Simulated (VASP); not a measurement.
A run of VASP 6.6.1 is set up as follows.

The input INCAR:

```
SYSTEM = YbC
ALGO     = Normal         ! electronic algorithm
EDIFF    = 1E-6           ! SCF threshold, eV
ENCUT    = 520            ! plane-wave cutoff, eV
GGA      = PE             ! functional
ISIF     = 2              ! what is computed and relaxed
ISMEAR   = 0              ! smearing method
ISPIN    = 2              ! spin polarisation
LASPH    = .TRUE.         ! aspherical terms in the spheres
LCHARG   = .FALSE.        ! write CHGCAR
LMAXMIX  = 6              ! l up to which the mixer works
LORBIT   = 11             ! projections on sites
LREAL    = .FALSE.        ! projectors in reciprocal space
LWAVE    = .FALSE.        ! write WAVECAR
MAGMOM   = 0.05 0         ! initial moments
NBANDS   = 25             ! bands
NELM     = 150            ! most SCF steps
PREC     = Accurate       ! precision mode
SIGMA    = 0.05           ! smearing width, eV
```

Contents of KPOINTS:

```
k-points
0
G
  12 12 10
  0 0 0
```

POSCAR

```
YbC
1.0
    3.4753139443      0.0000000000      0.0000000000
   -1.7376569722      3.0097101619      0.0000000000
    0.0000000000      0.0000000000      3.1392731616
Yb C
1 1
Direct
    0.0000000000      0.0000000000      0.0000000000
    0.6666666667      0.3333333333      0.5000000000
```

Potentials or basis: VASP PAW PBE potentials, release 64 (Yb, C).

The run is started by

```sh
$ cat potpaw_PBE.64/Yb/POTCAR potpaw_PBE.64/C/POTCAR > POTCAR
$ mpirun -np 1 vasp_std > vasp.out
```

**Question.** Estimate the pressure.

**Answer.** -3.5 GPa.

**Question.** What does it give for the net moment?

**Answer.** 0.16 μB per cell.

Stress tensor (GPa, compression positive):
```
-3.41  0.00  0.00
 0.00 -3.41  0.00
 0.00  0.00 -3.63
```

Caveat: the cell stands under tension.
